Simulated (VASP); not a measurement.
# LiNbO3 (R3c) in VASP: single point with PBE

Aim: the single point of LiNbO3 with PBE.

Program: VASP 6.6.1. These are calculated values, not measurements. Logs are shortened: lines on timing, memory, paths and dates and some standing lists are left out, and cuts for length are marked.

### Step 1. The cell of the first run

It takes space group R3c (No. 161, trigonal). Conventional cell: a = 5.251 Å, b = 5.251 Å, c = 14.137 Å, α = 90.00°, β = 90.00°, γ = 120.00°. Li (site symmetry 3) has 6 O at 2.14 to 2.29 Å within 2.8 Å. Nb (site symmetry 3) has 6 O at 1.88 to 2.18 Å within 2.5 Å. O (site symmetry 1) has 2 Nb at 1.88 to 2.18 Å and 2 Li at 2.14 to 2.29 Å within 2.5 Å.

### Step 2. Single point, PBE (11.25 Å³/atom)

Input file INCAR:

```
  ALGO = Normal
  EDIFF = 1E-6
  ENCUT = 520
  GGA = PE
  ISIF = 2
  ISMEAR = -1
  LASPH = T
  LCHARG = T
  LELF = T
  LREAL = F
  LVHAR = T
  LWAVE = F
  NBANDS = 45
  NELM = 80
  PREC = Accurate
  SIGMA = 0.02
```

Input file KPOINTS:

```
k-points
0
Gamma
  7 7 7
```

Input file POSCAR:

```
LiNbO3
1.0
    2.6256040884      1.5158932272      4.7124159543
   -2.6256040884      1.5158932272      4.7124159543
    0.0000000000     -3.0317864544      4.7124159543
Li Nb O
2 2 6
Direct
    0.2769142041      0.2769142041      0.2769142041
    0.7769142041      0.7769142041      0.7769142041
   -0.0035208887     -0.0035208887     -0.0035208887
    0.4964791113      0.4964791113      0.4964791113
    0.1108904456      0.3466212880      0.7183949511
    0.7183949511      0.1108904456      0.3466212880
    0.3466212880      0.7183949511      0.1108904456
    0.2183949511      0.8466212880      0.6108904456
    0.8466212880      0.6108904456      0.2183949511
    0.6108904456      0.2183949511      0.8466212880
```

Potentials or basis: VASP PAW PBE potentials, release 64 (Li_sv, Nb_sv, O).

On the command line:

```
$ cat potpaw_PBE.64/Li_sv/POTCAR potpaw_PBE.64/Nb_sv/POTCAR potpaw_PBE.64/O/POTCAR > POTCAR
$ mpirun -np 1 vasp_std > vasp.out
```

OUTCAR:

```text
EDIFF = 1E-6
   ENCUT = 520
   GGA = PE
   ISIF = 2
   ISMEAR = -1
   LASPH = T
   LREAL = F
   NELM = 80
   PREC = Accurate

 ion  position               nearest neighbor table
   1  0.277  0.277  0.277-   8 2.14  10 2.14   9 2.14
   2  0.777  0.777  0.777-   7 2.14   6 2.14   5 2.14
   3  0.996  0.996  0.996-   5 1.88   6 1.88   7 1.88   9 2.18   8 2.18  10 2.18
   4  0.496  0.496  0.496-   9 1.88  10 1.88   8 1.88   5 2.18   7 2.18   6 2.18
   5  0.111  0.347  0.718-   3 1.88   2 2.14   4 2.18
   6  0.718  0.111  0.347-   3 1.88   2 2.14   4 2.18
   7  0.347  0.718  0.111-   3 1.88   2 2.14   4 2.18
   8  0.218  0.847  0.611-   4 1.88   1 2.14   3 2.18
   9  0.847  0.611  0.218-   4 1.88   1 2.14   3 2.18
  10  0.611  0.218  0.847-   4 1.88   1 2.14   3 2.18

  LATTYP: Found a trigonal (rhomboedric) cell.
 ALAT       =     5.6034447648
 COS(alpha) =     0.5608849876

  Lattice vectors:

 A1 = (   2.6256040884,   1.5158932272,   4.7124159543)
 A2 = (  -2.6256040884,   1.5158932272,   4.7124159543)
 A3 = (   0.0000000000,  -3.0317864544,   4.7124159543)

Analysis of symmetry for initial positions (statically):
=====================================================================
 Subroutine PRICEL returns:
 Original cell was already a primitive cell.

 Routine SETGRP: Setting up the symmetry group for a
 trigonal (rhombohedral) supercell.

 Subroutine GETGRP returns: Found  6 space group operations
 (whereof  3 operations were pure point group operations)
 out of a pool of 12 trial point group operations.

The static configuration has the point symmetry C_3 .
 The point group associated with its full space group is C_3v.

Analysis of symmetry for dynamics (positions and initial velocities):
=====================================================================
 Subroutine PRICEL returns:
 Original cell was already a primitive cell.

 Routine SETGRP: Setting up the symmetry group for a
 trigonal (rhombohedral) supercell.

 Subroutine GETGRP returns: Found  6 space group operations
 (whereof  3 operations were pure point group operations)
 out of a pool of 12 trial point group operations.

The dynamic configuration has the point symmetry C_3 .
 The point group associated with its full space group is C_3v.

 Subroutine INISYM returns: Found  6 space group operations
 (whereof  3 operations are pure point group operations),
 and found     1 'primitive' translations

----------------------------------------------------------------------------------------

                                     Primitive cell

  volume of cell :     112.5363

  direct lattice vectors                    reciprocal lattice vectors
     2.625604088  1.515893227  4.712415954     0.190432366  0.109946178  0.070735125
    -2.625604088  1.515893227  4.712415954    -0.190432366  0.109946178  0.070735125
     0.000000000 -3.031786454  4.712415954     0.000000000 -0.219892356  0.070735125

  length of vectors
     5.603444765  5.603444765  5.603444765     0.230989407  0.230989407  0.230989407

  position of ions in fractional coordinates (direct lattice)
     0.276914204  0.276914204  0.276914204
     0.776914204  0.776914204  0.776914204
     0.996479111  0.996479111  0.996479111
     0.496479111  0.496479111  0.496479111
     0.110890446  0.346621288  0.718394951
     0.718394951  0.110890446  0.346621288
     0.346621288  0.718394951  0.110890446
     0.218394951  0.846621288  0.610890446
     0.846621288  0.610890446  0.218394951
     0.610890446  0.218394951  0.846621288

  ion indices of the primitive-cell ions
   primitive index   ion index
                 1           1
                 2           2
                 3           3
                 4           4
                 5           5
                 6           6
                 7           7
                 8           8
                 9           9
                10          10

----------------------------------------------------------------------------------------

 KPOINTS: k-points

Automatic generation of k-mesh.
 Grid dimensions read from file:
 generate k-points for:    7    7    7

 Generating k-lattice:

  Cartesian coordinates                     Fractional coordinates (reciprocal lattice)
     0.027204624  0.015706597  0.010105018     0.142857143  0.000000000  0.000000000
    -0.027204624  0.015706597  0.010105018     0.000000000  0.142857143  0.000000000
     0.000000000 -0.031413194  0.010105018     0.000000000  0.000000000  0.142857143

  Length of vectors
     0.032998487  0.032998487  0.032998487

  Shift w.r.t. Gamma in fractional coordinates (k-lattice)
     0.000000000  0.000000000  0.000000000

 Subroutine IBZKPT returns following result:
 ===========================================

 Found     44 irreducible k-points:

 Following reciprocal coordinates:
            Coordinates               Weight
  0.000000  0.000000  0.000000      1.000000
  0.142857  0.000000 -0.000000      6.000000
  0.285714  0.000000  0.000000      6.000000
  0.428571  0.000000  0.000000      6.000000
  0.142857  0.142857 -0.000000      6.000000
  0.285714  0.142857 -0.000000     12.000000
[... 16 lines left out ...]
  0.285714  0.285714  0.142857      6.000000
  0.428571  0.285714  0.142857     12.000000
 [... further k-points ...]
   k-points           NKPTS =     44   k-points in BZ     NKDIM =     44   number of bands    NBANDS=     45
   number of dos      NEDOS =    301   number of ions     NIONS =     10
   total plane-waves  NPLWV =  74088
   dimension x,y,z NGX =    42 NGY =   42 NGZ =   42
   dimension x,y,z NGXF=    84 NGYF=   84 NGZF=   84
   ions per type =               2   2   6
   NGX,Y,Z   is equivalent  to a cutoff of  12.46, 12.46, 12.46 a.u.
   NGXF,Y,Z  is equivalent  to a cutoff of  24.92, 24.92, 24.92 a.u.
 SYSTEM =  unknown system
   PREC   = accura    normal or accurate (medium, high low for compatibility)
   ISTART =      0    job   : 0-new  1-cont  2-samecut
   ICHARG =      2    charge: 1-file 2-atom 10-const
   ISPIN  =      1    spin polarized calculation?
   LNONCOLLINEAR =      F non collinear calculations
   LSORBIT =      F    spin-orbit coupling
   LASPH  =      T    aspherical Exc in radial PAW
   ENCUT  =  520.0 eV  38.22 Ry    6.18 a.u.  10.42 10.42 10.42*2*pi/ulx,y,z
   NELM   =     80;   NELMIN=  2; NELMDL= -5     # of ELM steps
   EDIFF  = 0.1E-05   stopping-criterion for ELM
   LREAL  =      F    real-space projection
   EDIFFG = 0.1E-04   stopping-criterion for IOM
   NSW    =      0    number of steps for IOM
   IBRION =     -1    ionic relax: 0-MD 1-quasi-New 2-CG
   NFREE  =      0    steps in history (QN), initial steepest desc. (CG)
   ISIF   =      2    stress and relaxation
   ISYM   =      2    0-nonsym 1-usesym 2-fastsym
   POTIM  = 0.5000    time-step for ionic-motion
   TEBEG  =    0.0;   TEEND  =   0.0 temperature during run
   PSTRESS=    0.0 pullay stress
   NELECT =      68.0000    total number of electrons
   NUPDOWN=      -1.0000    fix difference up-down
   EMIN   =  10.00;   EMAX   =-10.00  energy-range for DOS
   EFERMI =   0.00;   METHOD = LEGACY
   ISMEAR =    -1;   SIGMA  =   0.02  broadening in eV -4-tet -1-fermi 0-gaus
   EFERMI_NEDOS =   21; number of points for ismear=-14 and -15
   IALGO  =     38    algorithm
   IMIX   =      4    mixing-type and parameters
     AMIX     =   0.40;   BMIX     =  1.00
     AMIX_MAG =   1.60;   BMIX_MAG =  1.00
  volume/ion in A,a.u.               =      11.25        75.94
  Fermi-wavevector in a.u.,A,eV,Ry     =   1.384034  2.615446 26.062658  1.915551
  Thomas-Fermi vector in A             =   2.508576
   LORBIT       =      0    0 simple, 1 ext, 2 COOP (PROOUT), +10 PAW based schemes
   GGA     = PE    functional components
   LHFCALC =     F    Hartree Fock is set to
   AEXX    =    0.0000 exact exchange contribution
   IVDW    =     0    specifies the selected vdW correction
   LEPSILON=     F    determine dielectric tensor
   LRPA    =     F    only Hartree local field effects (RPA)
 non-spin polarized calculation
  energy-cutoff  :      520.00
  volume of cell :      112.54
 maximum number of plane-waves:      3059
 NGX is ok and might be reduce to    42
   NGX = 21   NGY = 21   NGZ = 21

 number of electron      68.0000008 magnetization

 Free energy of the ion-electron system (eV)
  ---------------------------------------------------
  ext. energy  EPLUGINS =         0.00000000
  ---------------------------------------------------
  free energy    TOTEN  =       -80.00714869 eV

  energy without entropy =      -80.00714869  energy(sigma->0) =      -80.00714869

 E-fermi :   3.6508     XC(G=0): -10.4887

 val. band max:        3.0592147042   @ k =   0.0000   0.0000   0.0000
 cond. band min:       6.5833262970   @ k =   0.1429   0.1429  -0.0000
 fundamental gap:      3.5241115929
 Fermi energy:         3.6508192321

 k-point     1 :       0.0000    0.0000    0.0000
  band No.  band energies     occupation
      1     -51.2136      2.00000
      2     -51.2022      2.00000
      3     -39.8100      2.00000
      4     -39.8082      2.00000
      5     -27.4710      2.00000
      6     -27.4710      2.00000
[... 37 lines left out ...]
     44      12.6140      0.00000
     45      12.8439      0.00000

 k-point     2 :       0.1429    0.0000   -0.0000
  band No.  band energies     occupation
      1     -51.2130      2.00000
      2     -51.2027      2.00000
      3     -39.8099      2.00000
      4     -39.8083      2.00000
      5     -27.4656      2.00000
      6     -27.4649      2.00000
[... 1048 lines left out ...]
 k-point    24 :       0.4286    0.2857    0.1429
  band No.  band energies     occupation
      1     -51.2105      2.00000
      2     -51.2052      2.00000
      3     -39.8095      2.00000
      4     -39.8087      2.00000
      5     -27.4687      2.00000
      6     -27.4272      2.00000
[... 37 lines left out ...]
     44      11.7912      0.00000
     45      12.4285      0.00000

 [... further k-points ...]

------------------------ aborting loop because EDIFF is reached ----------------------------------------

  FORCE on cell =-STRESS in cart. coord.  units (eV):
  Direction    XX          YY          ZZ          XY          YZ          ZX
  --------------------------------------------------------------------------------------
  -------------------------------------------------------------------------------------
  Total       -2.3098616     -2.3098616     -2.2894486      0.0000000      0.0000000      0.0000000
  in kB      -32.8854525    -32.8854525    -32.5948334      0.0000000      0.0000000      0.0000000
  external PRESSURE =     -32.7885794 kB  Pullay stress =       0.0000000 kB

 VOLUME and BASIS-vectors are now :
 -----------------------------------------------------------------------------
  energy-cutoff  :      520.00
  volume of cell :      112.54
      direct lattice vectors                 reciprocal lattice vectors
     2.625604088  1.515893227  4.712415954     0.190432366  0.109946178  0.070735125
    -2.625604088  1.515893227  4.712415954    -0.190432366  0.109946178  0.070735125
     0.000000000 -3.031786454  4.712415954     0.000000000 -0.219892356  0.070735125

 POSITION                                       TOTAL-FORCE (eV/Angst)
 -----------------------------------------------------------------------------------
      0.00000      0.00000      3.91480         0.000000      0.000000      0.019437
      0.00000      0.00000     10.98343         0.000000     -0.000000      0.019437
      0.00000      0.00000     14.08747         0.000000     -0.000000     -0.041536
      0.00000      0.00000      7.01885         0.000000     -0.000000     -0.041536
     -0.61894     -1.48448      5.54136         0.007999      0.017288      0.007366
      1.59507      0.20623      5.54136        -0.018971     -0.001717      0.007366
     -0.97613      1.27825      5.54136         0.010972     -0.015571      0.007366
     -1.64947     -0.23764      7.89757        -0.010972     -0.015571      0.007366
      0.61894      1.54731      7.89757        -0.007999      0.017288      0.007366
      1.03054     -1.30967      7.89757         0.018971     -0.001717      0.007366
 -----------------------------------------------------------------------------------
    total drift:                                0.000000      0.000000     -0.001769

  FREE ENERGIE OF THE ION-ELECTRON SYSTEM (eV)
  ---------------------------------------------------
  free  energy   TOTEN  =       -80.0071486910 eV

  energy  without entropy=      -80.0071486910  energy(sigma->0) =      -80.00714869
```

Wall time 8.8 min (1 thread of Intel Xeon Platinum 8259CL at 2.50GHz (Skylake/Cascade Lake), shared host); peak memory 0.36 GiB.

What came out:

```yaml
Free_energy: -80.0071 eV
Largest_force: 0.042 eV/Å
Band_gap_on_the_k_mesh: 3.52 eV (least direct gap 3.55 eV)
```

Forces on the atoms (eV/Å):
```
Li   0.000  0.000  0.019
Li   0.000  0.000  0.019
Nb   0.000  0.000 -0.042
Nb   0.000  0.000 -0.042
O    0.008  0.017  0.007
O   -0.019 -0.002  0.007
O    0.011 -0.016  0.007
O   -0.011 -0.016  0.007
O   -0.008  0.017  0.007
O    0.019 -0.002  0.007
```

Levels at points of the mesh, in eV from the valence-band top:
```tsv
k point	band 31	band 32	band 33	band 34	band 35	band 36	band 37	band 38
(0.00, 0.00, 0.00)	-0.74	-0.46	0.00	0.00	3.55	3.55	4.02	5.06
```

Caveat: the cutoff is under 1.25 times the usual one of these potentials, so pressure, stress and relaxed cells hold a basis-set (Pulay) error; an odd mesh through Γ misses points on the zone boundary, where band edges can lie.
